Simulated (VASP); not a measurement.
The system is Y3GeBr.

```
Y Br Ge
1.0
     3.73408    2.15587    3.16000
    -3.73408    2.15587    3.16000
     0.00000   -4.31175    3.16000
Y Br Ge
3 1 1
Direct
  0.50693 0.99874 0.50693
  0.50693 0.50693 0.99874
  0.99874 0.50693 0.50693
  0.01000 0.01000 0.01000
  0.53943 0.53943 0.53943
```

Base run:

- Program: VASP 6.6.1
- Functional: PBE
- Dispersion: D3(BJ)
- Potentials or basis: VASP PAW PBE potentials, release 64 (Y_sv, Br, Ge_d)
- Cutoff: 520 eV
- k mesh: 4 × 4 × 4
- Occupations: fermi-dirac, width 0.1 eV
- Spin: no spin polarisation

Its results: band gap on the k mesh zero (band 27 reaches 4.26 eV, above the bottom of band 28 at 2.76 eV); pressure 4.5 GPa; largest force 4.496 eV/Å.

Q: The run is repeated on the same cell with these changes: dispersion from D3(BJ) to none; further incar settings from ALGO = Normal; EDIFF = 1e-07; NBANDS = 35 to ALGO = Normal; EDIFF = 1e-06; NBANDS = 35. What comes out?

A: Band gap on the k mesh zero (band 27 reaches 4.26 eV, above the bottom of band 28 at 2.76 eV); pressure 6.2 GPa; largest force 4.504 eV/Å.

Caveats: forces of over 1 eV/Å act on the atoms, so gaps and moduli don't describe the material at rest; three body term missing (some runs); pairwise dispersion overbinds metals, which lowers pressure and volume (some runs).
